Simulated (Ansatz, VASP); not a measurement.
**MgSi4N: VASP beside Ansatz**

```
Mg Si N
1.0
     4.76838    0.00000    0.00000
     0.00000    4.76838    0.00000
     0.00000    0.00000    4.76838
Mg Si N
1 4 1
Direct
  0.00000 0.00000 0.00000
  0.77190 0.77190 0.77190
  0.22810 0.22810 0.77190
  0.22810 0.77190 0.22810
  0.77190 0.22810 0.22810
  0.50000 0.50000 0.50000
```

Alike in both runs: task single point; functional PBE; k mesh 4 × 4 × 4; occupations gaussian, width 0.1 eV; no spin polarisation.

```csv
,VASP,Ansatz
version,VASP 6.6.1,Ansatz 0.2.0
potentials or method,"VASP PAW PBE potentials, release 64 (Mg, Si, N), cutoff 520 eV","scalar-relativistic, plane waves, PAW"
valence electrons in the cell,23,31
```

```csv
,VASP,Ansatz,Ansatz less VASP
gap on the k mesh at the Fermi level (eV),none,none,-
pressure (GPa),24.9,24.2,-0.69
rms of the force components (eV/Å),6.454,6.364,-0.0909
```

Atom by atom the forces differ by 0.091 eV/Å (rms over components). A gap of «none» marks a metal or a gap that the smearing closes. VASP's potentials hold 23 valence electrons a cell and Ansatz's 31, so a difference there can come from the potentials and not from the codes.
